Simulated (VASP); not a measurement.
A run of VASP 6.6.1:

File INCAR:

```
SYSTEM = WS2
ALGO = Normal ; EDIFF = 1E-7
ENCUT = 520 ; GGA = PS
ISIF = 2 ; ISMEAR = 0
LASPH = .TRUE. ; LCHARG = .FALSE.
LREAL = .FALSE. ; LWAVE = .FALSE.
NBANDS = 20 ; NELM = 80
PREC = Accurate ; SIGMA = 0.1
```

Contents of KPOINTS:

```
k-points
0
G
  5 5 1
  0 0 0
```

File POSCAR:

```
WS2
1.0
    3.1835160000      0.0000000000      0.0000000000
   -1.5917580000      2.7570060000      0.0000000000
    0.0000000000      0.0000000000     16.9505780000
W S
1 2
Direct
    0.3333333333      0.6666666667      0.0000000000
    0.6666666667      0.3333333333      0.9079990000
    0.6666666667      0.3333333333      0.0920010000
```

Potentials or basis: VASP PAW PBE potentials, release 64 (W_sv, S).

Launch:

```console
$ cat potpaw_PBE.64/W_sv/POTCAR potpaw_PBE.64/S/POTCAR > POTCAR
$ mpirun -np 1 vasp_std > vasp.out
```

Hardware: 1 thread of Intel Xeon 8259CL, with other jobs on the host.

Task: How long does it take, and how much memory?

Result: Wall time 48 s on 1 thread of Intel Xeon 8259CL, on a shared host, peak memory 0.24 GiB. Counts: scf iterations 23, k points 5.
